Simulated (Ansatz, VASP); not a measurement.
## Al: VASP beside Ansatz

Contents of POSCAR:

```
Al
1.0
    2.7550421937      0.0000000000      0.0000000000
   -1.3775210968      2.3859365282      0.0000000000
    0.0000000000      0.0000000000      4.7674986532
Al
2
Direct
    0.3333333333      0.6666666667      0.2500000000
    0.6666666667      0.3333333333      0.7500000000
```

INCAR.step1

```
  PREC = Accurate
  ENCUT = 520
  EDIFF = 1E-5
  ISMEAR = -1
  SIGMA = 0.05
  LREAL = F
  LASPH = T
  NELM = 60
  ALGO = Normal
  ISIF = 2
  LWAVE = T
  LCHARG = F
  NBANDS = 10
  GGA = PE
```

File INCAR.step2:

```
  PREC = Accurate
  ENCUT = 520
  EDIFF = 1E-6
  ISMEAR = -1
  SIGMA = 0.05
  LREAL = F
  LASPH = T
  NELM = 60
  ALGO = Normal
  ISIF = 2
  LWAVE = F
  LCHARG = F
  GGA = PE
  LHFCALC = T
  HFSCREEN = 0.2079
  PRECFOCK = Normal
  NBANDS = 10
  ISTART = 1
```

The input KPOINTS:

```
Automatic mesh
0
Gamma
  6 6 4
```

The input input:

```
crystal:
  lattice:
    - [2.7550421937, 0.0, 0.0]
    - [-1.3775210968, 2.3859365282, 0.0]
    - [0.0, 0.0, 4.7674986532]
  atoms:
    - { symbol: Al, position: [0.3333333333, 0.6666666667, 0.25] }
    - { symbol: Al, position: [0.6666666667, 0.3333333333, 0.75] }
hamiltonian:
  xc: hse06
  pseudopotentials: { kind: paw }
kpoints:
  mp_grid: { grid: [6, 6, 4] }
scf:
  occupations: { method: fermi_dirac, width: 0.05 }
output:
  forces: true
  stress: true
  eigenvalues: true
  write_density: true
  write_potential: true
  elf: true
  volumetric_format: npy
```

Alike in both runs: task single point; functional HSE06; k mesh 6 × 6 × 4; occupations fermi-dirac, width 0.05 eV; no spin polarisation.

|  | VASP | Ansatz |
| --- | --- | --- |
| version | VASP 6.6.1 | Ansatz 0.2.0 |
| potentials or method | VASP PAW PBE potentials, release 64 (Al) | Ansatz PAW |
| plane-wave cutoff (eV) | 520 | 420 |
| valence electrons in the cell | 6 | 6 |

```csv
,VASP,Ansatz,Ansatz less VASP
gap on the k mesh at the Fermi level (eV),none,none,-
pressure (GPa),5.3,5.3,-0.09
"traceless stress, the component that is largest in VASP (GPa)",-2.78,-2.92,-0.145
```

A gap of «none» marks a metal or a gap that the smearing closes.

The k mesh is coarse, so the values compare programs but aren't converged.
